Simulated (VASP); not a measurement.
Crystal: CoSi.

```
Co Si
1.0
     2.73418    0.00000    0.00000
     0.00000    2.73418    0.00000
     0.00000    0.00000    2.73418
Co Si
1 1
Direct
  0.00000 0.00000 0.00000
  0.50000 0.50000 0.50000
```

Base run:

- Program: VASP 6.6.1
- Functional: PBE
- Potentials or basis: VASP PAW PBE potentials, release 64 (Co, Si)
- Cutoff: 520 eV
- k mesh: 14 × 14 × 14
- Occupations: fermi-dirac, width 0.03 eV
- Spin: collinear spin, ferromagnetic start
- Starting moments: [2.0, 0.0] μB

Its results: pressure 12.8 GPa.

Question: The run is repeated on the same cell with these changes: spin from collinear spin, ferromagnetic start to no spin polarisation; further incar settings from ALGO = Normal; EDIFF = 1e-06; NBANDS = 18 to ALGO = Normal; EDIFF = 1e-06; NBANDS = 14. What comes out?

Answer: Pressure 11.4 GPa.

Caveats: the cell stands under pressure.
